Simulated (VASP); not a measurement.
# AlCo (Pm-3m) in VASP: notebook

Runs on AlCo. Level: PBE. Tasks: single point.

All numbers are computed with VASP 6.6.1; they aren't measurements. Logs are shortened: lines on timing, memory, paths and dates and some standing lists are left out, and cuts for length are marked.

## Step 1: The cell of the first run

Symmetry: Pm-3m, No. 221, cubic system. Conventional cell: a = 2.819 Å, b = 2.819 Å, c = 2.819 Å, α = 90.00°, β = 90.00°, γ = 90.00°. Co (site symmetry m-3m) has 8 Al at 2.44 Å and 6 Co at 2.82 Å within 3.2 Å. Within 3.2 Å of Al (site symmetry m-3m) lie 8 Co at 2.44 Å and 6 Al at 2.82 Å.

## Step 2: Single point, PBE, collinear spin, ferromagnetic start

INCAR

```
  PREC = Accurate
  ENCUT = 520
  EDIFF = 1E-6
  ISMEAR = -1
  SIGMA = 0.05
  LREAL = F
  LASPH = T
  NELM = 150
  ALGO = Normal
  ISIF = 2
  LWAVE = F
  LCHARG = T
  ISPIN = 2
  MAGMOM = 0.5 0
  LORBIT = 11
  NUPDOWN = 0.5
  LMAXMIX = 4
  GGA = PE
  LELF = T
  LVHAR = T
  NBANDS = 17
```

KPOINTS

```
regular mesh
0
Gamma
  8 8 8
```

POSCAR

```
AlCo
1.0
    2.8194032100      0.0000000000      0.0000000000
    0.0000000000      2.8194032100      0.0000000000
    0.0000000000      0.0000000000      2.8194032100
Co Al
1 1
Direct
    0.5000000000      0.5000000000      0.5000000000
    0.0000000000      0.0000000000      0.0000000000
```

Potentials or basis: VASP PAW PBE potentials, release 64 (Co, Al).

On the command line:

```
cat potpaw_PBE.64/Co/POTCAR potpaw_PBE.64/Al/POTCAR > POTCAR
mpirun -np 1 vasp_std > vasp.out
```

OUTCAR:

```text
PREC = Accurate
   ENCUT = 520
   EDIFF = 1E-6
   ISMEAR = -1
   LREAL = F
   LASPH = T
   NELM = 150
   ISIF = 2
   ISPIN = 2
   LORBIT = 11
   NUPDOWN = 0.5
   GGA = PE

 ion  position               nearest neighbor table
   1  0.500  0.500  0.500-   2 2.44   2 2.44   2 2.44   2 2.44   2 2.44   2 2.44   2 2.44   2 2.44

   2  0.000  0.000  0.000-   1 2.44   1 2.44   1 2.44   1 2.44   1 2.44   1 2.44   1 2.44   1 2.44

  LATTYP: Found a simple cubic cell.
 ALAT       =     2.8194032100

  Lattice vectors:

 A1 = (   2.8194032100,   0.0000000000,   0.0000000000)
 A2 = (   0.0000000000,   2.8194032100,   0.0000000000)
 A3 = (   0.0000000000,   0.0000000000,   2.8194032100)

Analysis of symmetry for initial positions (statically):
=====================================================================
 Subroutine PRICEL returns:
 Original cell was already a primitive cell.

 Routine SETGRP: Setting up the symmetry group for a
 simple cubic supercell.

 Subroutine GETGRP returns: Found 48 space group operations
 (whereof 48 operations were pure point group operations)
 out of a pool of 48 trial point group operations.

The static configuration has the point symmetry O_h .

Analysis of symmetry for dynamics (positions and initial velocities):
=====================================================================
 Subroutine PRICEL returns:
 Original cell was already a primitive cell.

 Routine SETGRP: Setting up the symmetry group for a
 simple cubic supercell.

 Subroutine GETGRP returns: Found 48 space group operations
 (whereof 48 operations were pure point group operations)
 out of a pool of 48 trial point group operations.

The dynamic configuration has the point symmetry O_h .

Analysis of structural, dynamic, and magnetic symmetry:
=====================================================================
 Subroutine PRICEL returns:
 Original cell was already a primitive cell.

 Routine SETGRP: Setting up the symmetry group for a
 simple cubic supercell.

 Subroutine GETGRP returns: Found 48 space group operations
 (whereof 48 operations were pure point group operations)
 out of a pool of 48 trial point group operations.

The overall configuration has the point symmetry O_h .

 Subroutine INISYM returns: Found 48 space group operations
 (whereof 48 operations are pure point group operations),
 and found     1 'primitive' translations

----------------------------------------------------------------------------------------

                                     Primitive cell

  volume of cell :      22.4115

  direct lattice vectors                    reciprocal lattice vectors
     2.819403210  0.000000000  0.000000000     0.354684990  0.000000000  0.000000000
     0.000000000  2.819403210  0.000000000     0.000000000  0.354684990  0.000000000
     0.000000000  0.000000000  2.819403210     0.000000000  0.000000000  0.354684990

  length of vectors
     2.819403210  2.819403210  2.819403210     0.354684990  0.354684990  0.354684990

  position of ions in fractional coordinates (direct lattice)
     0.500000000  0.500000000  0.500000000
     0.000000000  0.000000000  0.000000000

  ion indices of the primitive-cell ions
   primitive index   ion index
                 1           1
                 2           2

----------------------------------------------------------------------------------------

 KPOINTS: regular mesh

Automatic generation of k-mesh.
 Grid dimensions read from file:
 generate k-points for:    8    8    8

 Generating k-lattice:

  Cartesian coordinates                     Fractional coordinates (reciprocal lattice)
     0.044335624  0.000000000  0.000000000     0.125000000  0.000000000  0.000000000
     0.000000000  0.044335624  0.000000000     0.000000000  0.125000000  0.000000000
     0.000000000  0.000000000  0.044335624     0.000000000  0.000000000  0.125000000

  Length of vectors
     0.044335624  0.044335624  0.044335624

  Shift w.r.t. Gamma in fractional coordinates (k-lattice)
     0.000000000  0.000000000  0.000000000

 Subroutine IBZKPT returns following result:
 ===========================================

 Found     35 irreducible k-points:

 Following reciprocal coordinates:
            Coordinates               Weight
  0.000000  0.000000  0.000000      1.000000
  0.125000  0.000000  0.000000      6.000000
  0.250000  0.000000  0.000000      6.000000
  0.375000  0.000000  0.000000      6.000000
  0.500000  0.000000  0.000000      3.000000
  0.125000  0.125000  0.000000     12.000000
[... 16 lines left out ...]
  0.375000  0.375000  0.125000     24.000000
  0.500000  0.375000  0.125000     24.000000
 [... further k-points ...]
   k-points           NKPTS =     35   k-points in BZ     NKDIM =     35   number of bands    NBANDS=     17
   number of dos      NEDOS =    301   number of ions     NIONS =      2
   total plane-waves  NPLWV =  13824
   dimension x,y,z NGX =    24 NGY =   24 NGZ =   24
   dimension x,y,z NGXF=    48 NGYF=   48 NGZF=   48
   ions per type =               1   1
   NGX,Y,Z   is equivalent  to a cutoff of  14.15, 14.15, 14.15 a.u.
   NGXF,Y,Z  is equivalent  to a cutoff of  28.30, 28.30, 28.30 a.u.
 SYSTEM =  unknown system
   PREC   = accura    normal or accurate (medium, high low for compatibility)
   ISTART =      0    job   : 0-new  1-cont  2-samecut
   ICHARG =      2    charge: 1-file 2-atom 10-const
   ISPIN  =      2    spin polarized calculation?
   LNONCOLLINEAR =      F non collinear calculations
   LSORBIT =      F    spin-orbit coupling
   LASPH  =      T    aspherical Exc in radial PAW
   ENCUT  =  520.0 eV  38.22 Ry    6.18 a.u.   5.24  5.24  5.24*2*pi/ulx,y,z
   NELM   =    150;   NELMIN=  2; NELMDL= -5     # of ELM steps
   EDIFF  = 0.1E-05   stopping-criterion for ELM
   LREAL  =      F    real-space projection
   EDIFFG = 0.1E-04   stopping-criterion for IOM
   NSW    =      0    number of steps for IOM
   IBRION =     -1    ionic relax: 0-MD 1-quasi-New 2-CG
   NFREE  =      0    steps in history (QN), initial steepest desc. (CG)
   ISIF   =      2    stress and relaxation
   ISYM   =      2    0-nonsym 1-usesym 2-fastsym
   POTIM  = 0.5000    time-step for ionic-motion
   TEBEG  =    0.0;   TEEND  =   0.0 temperature during run
   PSTRESS=    0.0 pullay stress
   NELECT =      12.0000    total number of electrons
   NUPDOWN=       0.5000    fix difference up-down
   EMIN   =  10.00;   EMAX   =-10.00  energy-range for DOS
   EFERMI =   0.00;   METHOD = LEGACY
   ISMEAR =    -1;   SIGMA  =   0.05  broadening in eV -4-tet -1-fermi 0-gaus
   EFERMI_NEDOS =   21; number of points for ismear=-14 and -15
   IALGO  =     38    algorithm
   IMIX   =      4    mixing-type and parameters
     AMIX     =   0.40;   BMIX     =  1.00
     AMIX_MAG =   1.60;   BMIX_MAG =  1.00
  volume/ion in A,a.u.               =      11.21        75.62
  Fermi-wavevector in a.u.,A,eV,Ry     =   1.329366  2.512138 24.044423  1.767215
  Thomas-Fermi vector in A             =   2.458534
   LORBIT       =     11    0 simple, 1 ext, 2 COOP (PROOUT), +10 PAW based schemes
   GGA     = PE    functional components
   LHFCALC =     F    Hartree Fock is set to
   AEXX    =    0.0000 exact exchange contribution
   IVDW    =     0    specifies the selected vdW correction
   LEPSILON=     F    determine dielectric tensor
   LRPA    =     F    only Hartree local field effects (RPA)
 spin polarized calculation
  energy-cutoff  :      520.00
  volume of cell :       22.41
 maximum number of plane-waves:       624
 NGX is ok and might be reduce to    24
   NGX = 11   NGY = 11   NGZ = 11

 number of electron      11.9999996 magnetization       0.4999999

 Free energy of the ion-electron system (eV)
  ---------------------------------------------------
  ext. energy  EPLUGINS =         0.00000000
  ---------------------------------------------------
  free energy    TOTEN  =       -11.88089027 eV

  energy without entropy =      -11.86773430  energy(sigma->0) =      -11.87431229

 E-fermi :  10.3912     XC(G=0): -12.4223

 val. band max:       11.0548225836   @ k =   0.5000   0.3750   0.2500
 cond. band min:      10.4299490123   @ k =   0.5000   0.3750   0.3750
 fundamental gap:     -0.6248735714
 Fermi energy:        11.0892543444

 spin component 1

 k-point     1 :       0.0000    0.0000    0.0000
  band No.  band energies     occupation
      1      -0.2811      1.00000
      2       7.6395      1.00000
      3       7.6395      1.00000
      4       9.9634      1.00000
      5       9.9634      1.00000
      6       9.9634      1.00000
[... 9 lines left out ...]
     16      34.9993      0.00000
     17      34.9993      0.00000
[... 441 lines left out ...]
 k-point    24 :       0.5000    0.3750    0.1250
  band No.  band energies     occupation
      1       5.4425      1.00000
      2       6.7829      1.00000
      3       8.0024      1.00000
      4       8.5023      1.00000
      5       9.5174      1.00000
      6       9.8289      1.00000
[... 9 lines left out ...]
     16      32.9038      0.00000
     17      36.0164      0.00000

 [... further k-points ...]

 spin component 2

 k-point     1 :       0.0000    0.0000    0.0000
  band No.  band energies     occupation
      1      -0.2760      1.00000
      2       8.2039      1.00000
      3       8.2039      1.00000
      4      10.3297      0.77387
      5      10.3297      0.77387
      6      10.3297      0.77377
[... 9 lines left out ...]
     16      34.9789      0.00000
     17      34.9789      0.00000
[... 441 lines left out ...]
 k-point    24 :       0.5000    0.3750    0.1250
  band No.  band energies     occupation
      1       5.5211      1.00000
      2       6.9059      1.00000
      3       8.1600      1.00000
      4       8.9609      1.00000
      5       9.9198      0.99992
      6      10.0800      0.99802
[... 9 lines left out ...]
     16      32.9097      0.00000
     17      35.9793      0.00000

 [... further k-points ...]

------------------------ aborting loop because EDIFF is reached ----------------------------------------

  FORCE on cell =-STRESS in cart. coord.  units (eV):
  Direction    XX          YY          ZZ          XY          YZ          ZX
  --------------------------------------------------------------------------------------
  -------------------------------------------------------------------------------------
  Total        1.2695812      1.2695812      1.2695812      0.0000000      0.0000000     -0.0000000
  in kB       90.7610480     90.7610480     90.7610480      0.0000000      0.0000000     -0.0000000
  external PRESSURE =      90.7610480 kB  Pullay stress =       0.0000000 kB

 VOLUME and BASIS-vectors are now :
 -----------------------------------------------------------------------------
  energy-cutoff  :      520.00
  volume of cell :       22.41
      direct lattice vectors                 reciprocal lattice vectors
     2.819403210  0.000000000  0.000000000     0.354684990  0.000000000  0.000000000
     0.000000000  2.819403210  0.000000000     0.000000000  0.354684990  0.000000000
     0.000000000  0.000000000  2.819403210     0.000000000  0.000000000  0.354684990

 POSITION                                       TOTAL-FORCE (eV/Angst)
 -----------------------------------------------------------------------------------
      1.40970      1.40970      1.40970         0.000000      0.000000      0.000000
      0.00000      0.00000      0.00000         0.000000      0.000000      0.000000
 -----------------------------------------------------------------------------------
    total drift:                                0.000000     -0.000000     -0.000000

  FREE ENERGIE OF THE ION-ELECTRON SYSTEM (eV)
  ---------------------------------------------------
  free  energy   TOTEN  =       -11.8808902736 eV

  energy  without entropy=      -11.8677342991  energy(sigma->0) =      -11.87431229

 total charge

# of ion       s       p       d       tot
------------------------------------------
    1        0.454   0.530   7.527   8.512
    2        0.399   0.447   0.000   0.846
--------------------------------------------------
tot          0.853   0.977   7.527   9.358

 magnetization (x)

# of ion       s       p       d       tot
------------------------------------------
    1        0.007   0.007   0.507   0.521
    2       -0.003  -0.004   0.000  -0.007
--------------------------------------------------
tot          0.004   0.003   0.507   0.514
```

Run time: 15 s. Hardware: 1 thread of Intel Xeon Platinum 8488C (Sapphire Rapids), shared host; peak memory 0.16 GiB.

What came out:

| Quantity | Value |
| --- | --- |
| Free energy | -11.8809 eV |
| Pressure | 9.1 GPa |
| Net moment | 0.50 μB per cell |
| Site moments | Co +0.52; Al -0.01 μB |
| Valence electrons inside the program's atomic spheres | Co 8.51; Al 0.85 |

Caveat: the total moment is fixed, so each spin has its own Fermi level.

## Step 3: Single point, PBE, collinear spin, ferromagnetic start

INCAR

```
SYSTEM = AlCo
PREC = Accurate ; ENCUT = 520
EDIFF = 1E-7 ; ISMEAR = -1
SIGMA = 0.05 ; LREAL = .False.
LASPH = .True. ; NELM = 150
ALGO = Normal ; ISIF = 2
LWAVE = .False. ; LCHARG = .False.
ISPIN = 2 ; MAGMOM = 1 0
LORBIT = 11 ; NUPDOWN = 1.0
LMAXMIX = 4 ; GGA = PE
NBANDS = 17
```

KPOINTS

```
Automatic mesh
0
Gamma
  8 8 8
  0 0 0
```

POSCAR is that of step 2.

Potentials or basis: VASP PAW PBE potentials, release 64 (Co, Al).

On the command line:

```
cat potpaw_PBE.64/Co/POTCAR potpaw_PBE.64/Al/POTCAR > POTCAR
mpirun -np 1 vasp_std > vasp.out
```

Run time: 20 s. Hardware: 1 thread of Intel Xeon Platinum 8488C (Sapphire Rapids), shared host; peak memory 0.16 GiB.

The run converged. Its results:

- Free energy: -11.6791 eV
- Pressure: 13.4 GPa
- Net moment: 1.00 μB per cell
- Site moments: Co +1.00; Al -0.00 μB
- Valence electrons inside the program's atomic spheres: Co 8.50; Al 0.85

Caveat: the total moment is fixed, so each spin has its own Fermi level.

(Part 1 of 3 ends here.)
